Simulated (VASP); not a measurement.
Runs of VASP 6.6.1 on Hf. The structure is that of space group Fm-3m (No. 225), or close to it. The cells are those of the table. 

| task | cell | cutoff (eV) | gap on the mesh (eV) | pressure (GPa) |
| --- | --- | --- | --- | --- |
| single point | a = 3.125 Å, angles 60.0°, 1 atom | 520 | none | (a) |
| single point | a = 3.109 Å, angles 60.0°, 1 atom | 520 | none | 1.2 |
| relaxation of cell and atoms | relaxed from a = 3.140 Å, angles 60.0°, 1 atom | 600 | none | 0.0 |
| single point | a = 3.141 Å, angles 60.0°, 1 atom | 520 | none | -2.0 |

Alike in all rows: level PBEsol; potentials or basis VASP PAW PBE potentials, release 64 (Hf_pv); no spin polarisation; k mesh 17 × 17 × 17; smearing fermi-dirac 0.05 eV.

Question: Fill in the values left out.

Answer: (a) -0.4.

Caveats: the PAW data sets were made with another functional, which shifts forces and pressure a little; spin-orbit coupling is left out, which moves the levels of the heavy elements.

A k mesh can miss the band edges, and the runs leave out spin-orbit coupling on Hf.

A gap of «none» marks levels without a gap at the run's occupations.
